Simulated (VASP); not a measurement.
# Pd2PtS6 (R-3) in VASP: further runs

Aim: see how the results for Pd2PtS6 move with the level of theory and the settings. Levels: PBE, LDA. Tasks: single point.

Everything below comes from runs of VASP 6.6.1. Logs are shortened: lines on timing, memory, paths and dates and some standing lists are left out, and cuts for length are marked.

**1. The cell of the first run**

It takes space group R-3 (No. 148, trigonal). The conventional cell has a = 6.171 Å, b = 6.171 Å, c = 18.854 Å, α = 90.00°, β = 90.00°, γ = 120.00°. Within 3.2 Å of Pd (site symmetry 3) lie 6 S at 2.40 Å. Pt (site symmetry -3) has 6 S at 2.40 Å within 3.2 Å. S (site symmetry 1) has 1 Pt at 2.40 Å and 2 Pd at 2.40 Å and 3 S at 3.21 to 3.22 Å within 3.3 Å.

**2. Single point, PBE**

INCAR

```
ALGO = Normal
EDIFF = 1E-6
ENCUT = 520
GGA = PE
ISIF = 2
ISMEAR = 0
LASPH = T
LCHARG = F
LREAL = F
LWAVE = F
NBANDS = 43
NELM = 80
PREC = Accurate
SIGMA = 0.02
```

KPOINTS

```
k-points
0
Gamma
  6 6 6
```

POSCAR

```
Pd2PtS6
1.0
    3.0856633292      1.7815085537      6.2846776606
   -3.0856633292      1.7815085537      6.2846776606
    0.0000000000     -3.5630171074      6.2846776606
Pd Pt S
2 1 6
Direct
    0.3333525103      0.3333525103      0.3333525103
    0.6666474897      0.6666474897      0.6666474897
    0.0000000000      0.0000000000      0.0000000000
    0.0654728785      0.7325065794      0.3986085998
    0.3986085998      0.0654728785      0.7325065794
    0.7325065794      0.3986085998      0.0654728785
    0.9345271215      0.2674934206      0.6013914002
    0.2674934206      0.6013914002      0.9345271215
    0.6013914002      0.9345271215      0.2674934206
```

Potentials or basis: VASP PAW PBE potentials, release 64 (Pd, Pt, S).

Launch:

```console
> cat potpaw_PBE.64/Pd/POTCAR potpaw_PBE.64/Pt/POTCAR potpaw_PBE.64/S/POTCAR > POTCAR
> mpirun -np 1 vasp_std > vasp.out
```

OUTCAR:

```text
EDIFF = 1E-6
   ENCUT = 520
   GGA = PE
   ISIF = 2
   ISMEAR = 0
   LASPH = T
   LREAL = F
   NELM = 80
   PREC = Accurate

 ion  position               nearest neighbor table
   1  0.333  0.333  0.333-   7 2.40   8 2.40   9 2.40   5 2.40   6 2.40   4 2.40
   2  0.667  0.667  0.667-   4 2.40   6 2.40   5 2.40   9 2.40   8 2.40   7 2.40
   3  0.000  0.000  0.000-   4 2.40   7 2.40   5 2.40   9 2.40   8 2.40   6 2.40
   4  0.065  0.733  0.399-   3 2.40   2 2.40   1 2.40
   5  0.399  0.065  0.733-   3 2.40   2 2.40   1 2.40
   6  0.733  0.399  0.065-   3 2.40   2 2.40   1 2.40
   7  0.935  0.267  0.601-   3 2.40   1 2.40   2 2.40
   8  0.267  0.601  0.935-   3 2.40   1 2.40   2 2.40
   9  0.601  0.935  0.267-   3 2.40   1 2.40   2 2.40

  LATTYP: Found a trigonal (rhomboedric) cell.
 ALAT       =     7.2244213751
 COS(alpha) =     0.6351444673

  Lattice vectors:

 A1 = (   3.0856633292,   1.7815085537,   6.2846776606)
 A2 = (  -3.0856633292,   1.7815085537,   6.2846776606)
 A3 = (   0.0000000000,  -3.5630171074,   6.2846776606)

Analysis of symmetry for initial positions (statically):
=====================================================================
 Subroutine PRICEL returns:
 Original cell was already a primitive cell.

 Routine SETGRP: Setting up the symmetry group for a
 trigonal (rhombohedral) supercell.

 Subroutine GETGRP returns: Found  6 space group operations
 (whereof  6 operations were pure point group operations)
 out of a pool of 12 trial point group operations.

The static configuration has the point symmetry S_6 .

Analysis of symmetry for dynamics (positions and initial velocities):
=====================================================================
 Subroutine PRICEL returns:
 Original cell was already a primitive cell.

 Routine SETGRP: Setting up the symmetry group for a
 trigonal (rhombohedral) supercell.

 Subroutine GETGRP returns: Found  6 space group operations
 (whereof  6 operations were pure point group operations)
 out of a pool of 12 trial point group operations.

The dynamic configuration has the point symmetry S_6 .

 Subroutine INISYM returns: Found  6 space group operations
 (whereof  6 operations are pure point group operations),
 and found     1 'primitive' translations

----------------------------------------------------------------------------------------

                                     Primitive cell

  volume of cell :     207.2864

  direct lattice vectors                    reciprocal lattice vectors
     3.085663329  1.781508554  6.284677661     0.162039713  0.093553672  0.053039050
    -3.085663329  1.781508554  6.284677661    -0.162039713  0.093553672  0.053039050
     0.000000000 -3.563017107  6.284677661     0.000000000 -0.187107344  0.053039050

  length of vectors
     7.224421375  7.224421375  7.224421375     0.194479559  0.194479559  0.194479559

  position of ions in fractional coordinates (direct lattice)
     0.333352510  0.333352510  0.333352510
     0.666647490  0.666647490  0.666647490
     0.000000000  0.000000000  0.000000000
     0.065472879  0.732506579  0.398608600
     0.398608600  0.065472879  0.732506579
     0.732506579  0.398608600  0.065472879
     0.934527121  0.267493421  0.601391400
     0.267493421  0.601391400  0.934527121
     0.601391400  0.934527121  0.267493421

  ion indices of the primitive-cell ions
   primitive index   ion index
                 1           1
                 2           2
                 3           3
                 4           4
                 5           5
                 6           6
                 7           7
                 8           8
                 9           9

----------------------------------------------------------------------------------------

 KPOINTS: k-points

Automatic generation of k-mesh.
 Grid dimensions read from file:
 generate k-points for:    6    6    6

 Generating k-lattice:

  Cartesian coordinates                     Fractional coordinates (reciprocal lattice)
     0.027006619  0.015592279  0.008839842     0.166666667 -0.000000000  0.000000000
    -0.027006619  0.015592279  0.008839842    -0.000000000  0.166666667  0.000000000
     0.000000000 -0.031184557  0.008839842     0.000000000  0.000000000  0.166666667

  Length of vectors
     0.032413260  0.032413260  0.032413260

  Shift w.r.t. Gamma in fractional coordinates (k-lattice)
     0.000000000  0.000000000  0.000000000

 Subroutine IBZKPT returns following result:
 ===========================================

 Found     40 irreducible k-points:

 Following reciprocal coordinates:
            Coordinates               Weight
  0.000000  0.000000  0.000000      1.000000
  0.166667  0.000000 -0.000000      6.000000
  0.333333  0.000000 -0.000000      6.000000
  0.500000  0.000000 -0.000000      3.000000
  0.166667  0.166667 -0.000000      6.000000
  0.333333  0.166667  0.000000      6.000000
[... 16 lines left out ...]
  0.333333  0.333333  0.166667      6.000000
  0.500000  0.333333  0.166667      6.000000
 [... further k-points ...]
   k-points           NKPTS =     40   k-points in BZ     NKDIM =     40   number of bands    NBANDS=     43
   number of dos      NEDOS =    301   number of ions     NIONS =      9
   total plane-waves  NPLWV = 157464
   dimension x,y,z NGX =    54 NGY =   54 NGZ =   54
   dimension x,y,z NGXF=   108 NGYF=  108 NGZF=  108
   ions per type =               2   1   6
   NGX,Y,Z   is equivalent  to a cutoff of  12.43, 12.43, 12.43 a.u.
   NGXF,Y,Z  is equivalent  to a cutoff of  24.85, 24.85, 24.85 a.u.
 SYSTEM =  unknown system
   PREC   = accura    normal or accurate (medium, high low for compatibility)
   ISTART =      0    job   : 0-new  1-cont  2-samecut
   ICHARG =      2    charge: 1-file 2-atom 10-const
   ISPIN  =      1    spin polarized calculation?
   LNONCOLLINEAR =      F non collinear calculations
   LSORBIT =      F    spin-orbit coupling
   LASPH  =      T    aspherical Exc in radial PAW
   ENCUT  =  520.0 eV  38.22 Ry    6.18 a.u.  13.43 13.43 13.43*2*pi/ulx,y,z
   NELM   =     80;   NELMIN=  2; NELMDL= -5     # of ELM steps
   EDIFF  = 0.1E-05   stopping-criterion for ELM
   LREAL  =      F    real-space projection
[... 7 lines left out ...]
   TEBEG  =    0.0;   TEEND  =   0.0 temperature during run
   PSTRESS=    0.0 pullay stress
   NELECT =      66.0000    total number of electrons
   NUPDOWN=      -1.0000    fix difference up-down
   EMIN   =  10.00;   EMAX   =-10.00  energy-range for DOS
   EFERMI =   0.00;   METHOD = LEGACY
   ISMEAR =     0;   SIGMA  =   0.02  broadening in eV -4-tet -1-fermi 0-gaus
   EFERMI_NEDOS =   21; number of points for ismear=-14 and -15
   IALGO  =     38    algorithm
   IMIX   =      4    mixing-type and parameters
     AMIX     =   0.40;   BMIX     =  1.00
     AMIX_MAG =   1.60;   BMIX_MAG =  1.00
  volume/ion in A,a.u.               =      23.03       155.43
  Fermi-wavevector in a.u.,A,eV,Ry     =   1.117890  2.112507 17.002915  1.249679
  Thomas-Fermi vector in A             =   2.254517
   LORBIT       =      0    0 simple, 1 ext, 2 COOP (PROOUT), +10 PAW based schemes
   GGA     = PE    functional components
   LHFCALC =     F    Hartree Fock is set to
   AEXX    =    0.0000 exact exchange contribution
   IVDW    =     0    specifies the selected vdW correction
   LEPSILON=     F    determine dielectric tensor
   LRPA    =     F    only Hartree local field effects (RPA)
 non-spin polarized calculation
 Gauss-broadening in eV      SIGMA  =   0.02
  energy-cutoff  :      520.00
  volume of cell :      207.29
 maximum number of plane-waves:      5640
 NGX is ok and might be reduce to    54
   NGX = 27   NGY = 27   NGZ = 27

 number of electron      66.0000003 magnetization

 Free energy of the ion-electron system (eV)
  ---------------------------------------------------
  ext. energy  EPLUGINS =         0.00000000
  ---------------------------------------------------
  free energy    TOTEN  =       -43.45558314 eV

  energy without entropy =      -43.45558314  energy(sigma->0) =      -43.45558314

 E-fermi :   3.4336     XC(G=0):  -9.0859

 val. band max:        3.3350286698   @ k =  -0.1667   0.1667   0.1667
 cond. band min:       4.3654290902   @ k =   0.5000   0.3333  -0.0000
 fundamental gap:      1.0304004204
 Fermi energy:         3.4335527382

 k-point     1 :       0.0000    0.0000    0.0000
  band No.  band energies     occupation
      1     -10.4952      2.00000
      2      -8.7896      2.00000
      3      -8.7896      2.00000
      4      -8.7245      2.00000
      5      -8.7245      2.00000
      6      -8.4861      2.00000
[... 35 lines left out ...]
     42      10.5280      0.00000
     43      11.1131      0.00000

 k-point     2 :       0.1667    0.0000   -0.0000
  band No.  band energies     occupation
      1     -10.3918      2.00000
      2      -8.8765      2.00000
      3      -8.8147      2.00000
      4      -8.7757      2.00000
      5      -8.7195      2.00000
      6      -8.5044      2.00000
[... 35 lines left out ...]
     42      10.2184      0.00000
     43      10.7219      0.00000

 k-point     3 :       0.3333    0.0000   -0.0000
  band No.  band energies     occupation
      1     -10.1007      2.00000
      2      -9.1994      2.00000
      3      -8.9304      2.00000
      4      -8.7485      2.00000
      5      -8.6996      2.00000
      6      -8.5517      2.00000
[... 35 lines left out ...]
     42      10.3762      0.00000
     43      10.5382      0.00000

 k-point     4 :       0.5000    0.0000   -0.0000
  band No.  band energies     occupation
      1      -9.7528      2.00000
      2      -9.5741      2.00000
      3      -8.9777      2.00000
      4      -8.7377      2.00000
      5      -8.6714      2.00000
      6      -8.5908      2.00000
[... 863 lines left out ...]
     42      10.5409      0.00000
     43      10.6379      0.00000

 k-point    23 :       0.3333    0.3333    0.1667
  band No.  band energies     occupation
      1     -10.3697      2.00000
      2      -8.8716      2.00000
      3      -8.8076      2.00000
      4      -8.7836      2.00000
      5      -8.7259      2.00000
      6      -8.5521      2.00000
[... 35 lines left out ...]
     42      10.3594      0.00000
     43      10.8070      0.00000

 k-point    24 :       0.5000    0.3333    0.1667
  band No.  band energies     occupation
      1     -10.1691      2.00000
      2      -9.0098      2.00000
      3      -8.9912      2.00000
      4      -8.7516      2.00000
      5      -8.7153      2.00000
      6      -8.5849      2.00000
[... 35 lines left out ...]
     42      10.3227      0.00000
     43      10.6578      0.00000

 [... further k-points ...]

------------------------ aborting loop because EDIFF is reached ----------------------------------------

  FORCE on cell =-STRESS in cart. coord.  units (eV):
  Direction    XX          YY          ZZ          XY          YZ          ZX
  --------------------------------------------------------------------------------------
  -------------------------------------------------------------------------------------
  Total       -0.4280278     -0.4280278     -0.2455965      0.0000001      0.0000000      0.0000000
  in kB       -3.3083533     -3.3083533     -1.8982875      0.0000004      0.0000000      0.0000000
  external PRESSURE =      -2.8383314 kB  Pullay stress =       0.0000000 kB

 VOLUME and BASIS-vectors are now :
 -----------------------------------------------------------------------------
  energy-cutoff  :      520.00
  volume of cell :      207.29
      direct lattice vectors                 reciprocal lattice vectors
     3.085663329  1.781508554  6.284677661     0.162039713  0.093553672  0.053039050
    -3.085663329  1.781508554  6.284677661    -0.162039713  0.093553672  0.053039050
     0.000000000 -3.563017107  6.284677661     0.000000000 -0.187107344  0.053039050

 POSITION                                       TOTAL-FORCE (eV/Angst)
 -----------------------------------------------------------------------------------
      0.00000      0.00000      6.28504         0.000000     -0.000000     -0.000257
      0.00000      0.00000     12.56899         0.000000     -0.000000      0.000257
      0.00000      0.00000      0.00000         0.000000     -0.000000     -0.000000
     -2.05824      0.00136      7.52017        -0.004600      0.007550     -0.031000
      1.02794     -1.78317      7.52017        -0.004238     -0.007759     -0.031000
      1.03030      1.78181      7.52017         0.008838      0.000209     -0.031000
      2.05824     -0.00136     11.33386         0.004600     -0.007550      0.031000
     -1.03030     -1.78181     11.33386        -0.008838     -0.000209      0.031000
     -1.02794      1.78317     11.33386         0.004238      0.007759      0.031000
 -----------------------------------------------------------------------------------
    total drift:                               -0.000000     -0.000000      0.000000

  FREE ENERGIE OF THE ION-ELECTRON SYSTEM (eV)
  ---------------------------------------------------
  free  energy   TOTEN  =       -43.4555831445 eV

  energy  without entropy=      -43.4555831445  energy(sigma->0) =      -43.45558314
```

Run time: 16 min. Hardware: 1 thread of Oxide Virtual Turin-like, shared host; peak memory 0.57 GiB.

Results:

* Free energy: -43.4556 eV
* Pressure: -0.3 GPa
* Largest force: 0.032 eV/Å
* Band gap on the k mesh: 1.03 eV (least direct gap 1.18 eV)

Forces on the atoms (eV/Å):
```
Pd   0.000  0.000  0.000
Pd   0.000  0.000  0.000
Pt   0.000  0.000  0.000
S   -0.005  0.008 -0.031
S   -0.004 -0.008 -0.031
S    0.009  0.000 -0.031
S    0.005 -0.008  0.031
S   -0.009  0.000  0.031
S    0.004  0.008  0.031
```

Levels at points of the mesh, in eV from the valence-band top:
```csv
k point,band 30,band 31,band 32,band 33,band 34,band 35,band 36,band 37
"(0.00, 0.00, 0.00)",-1.02,-0.28,-0.28,-0.28,1.43,1.43,1.77,1.77
"(0.50, 0.00, 0.00)",-0.92,-0.82,-0.23,-0.05,1.29,1.52,1.58,1.81
"(0.50, 0.50, 0.00)",-0.88,-0.70,-0.38,-0.21,1.26,1.48,1.57,1.73
"(0.50, 0.50, 0.50)",-0.96,-0.83,-0.31,-0.31,1.26,1.26,1.63,1.63
```

Caveat: spin-orbit coupling is left out, which moves the levels of the heavy elements.

**3. Single point, LDA**

INCAR

```
SYSTEM = Pd2PtS6
PREC     = Accurate       ! precision mode
ENCUT    = 520            ! plane-wave cutoff, eV
EDIFF    = 1E-7           ! SCF threshold, eV
ISMEAR   = 0              ! smearing method
SIGMA    = 0.02           ! smearing width, eV
LREAL    = .FALSE.        ! projectors in reciprocal space
LASPH    = .TRUE.         ! aspherical terms in the spheres
NELM     = 60             ! most SCF steps
ALGO     = Normal         ! electronic algorithm
ISIF     = 2              ! what is computed and relaxed
LWAVE    = .FALSE.        ! write WAVECAR
LCHARG   = .FALSE.        ! write CHGCAR
GGA      = CA             ! functional
NBANDS   = 43             ! bands
```

KPOINTS

```
regular mesh
0
G
  6 6 6
  0 0 0
```

POSCAR is that of step 2.

Potentials or basis: VASP PAW LDA potentials, release 64 (Pd, Pt, S).

Launch:

```console
> cat potpaw_LDA.64/Pd/POTCAR potpaw_LDA.64/Pt/POTCAR potpaw_LDA.64/S/POTCAR > POTCAR
> mpirun -np 1 vasp_std > vasp.out
```

Wall time 16 min (1 thread of Oxide Virtual Turin-like, shared host); peak memory 0.48 GiB.

It converged, with:

| Item | Value |
| --- | --- |
| Free energy | -50.8884 eV |
| Pressure | -5.8 GPa |
| Largest force | 0.603 eV/Å |
| Band gap on the k mesh | 0.94 eV (least direct gap 1.09 eV) |

Forces on the atoms (eV/Å):
```
Pd   0.000  0.000  0.000
Pd   0.000  0.000  0.000
Pt   0.000  0.000  0.000
S    0.001 -0.002 -0.603
S    0.001  0.002 -0.603
S   -0.002  0.000 -0.603
S   -0.001  0.002  0.603
S    0.002  0.000  0.603
S   -0.001 -0.002  0.603
```

Stress tensor (GPa, compression positive):
```
-6.36  0.00  0.00
 0.00 -6.36  0.00
 0.00  0.00 -4.61
```

Levels at points of the mesh, in eV from the valence-band top:
```csv
k point,band 29,band 30,band 31,band 32,band 33,band 34,band 35,band 36,band 37,band 38
"(0.00, 0.00, 0.00)",-1.03,-1.03,-0.31,-0.29,-0.29,1.38,1.38,1.72,1.72,2.62
"(0.50, 0.00, 0.00)",-1.10,-0.95,-0.84,-0.22,-0.06,1.22,1.48,1.51,1.76,2.24
"(0.50, 0.50, 0.00)",-0.98,-0.91,-0.73,-0.39,-0.23,1.19,1.43,1.50,1.68,2.16
"(0.50, 0.50, 0.50)",-0.97,-0.97,-0.83,-0.31,-0.31,1.20,1.20,1.55,1.55,2.64
```

Caveat: the cell stands under tension; spin-orbit coupling is left out, which moves the levels of the heavy elements. A k mesh can miss the band edges.
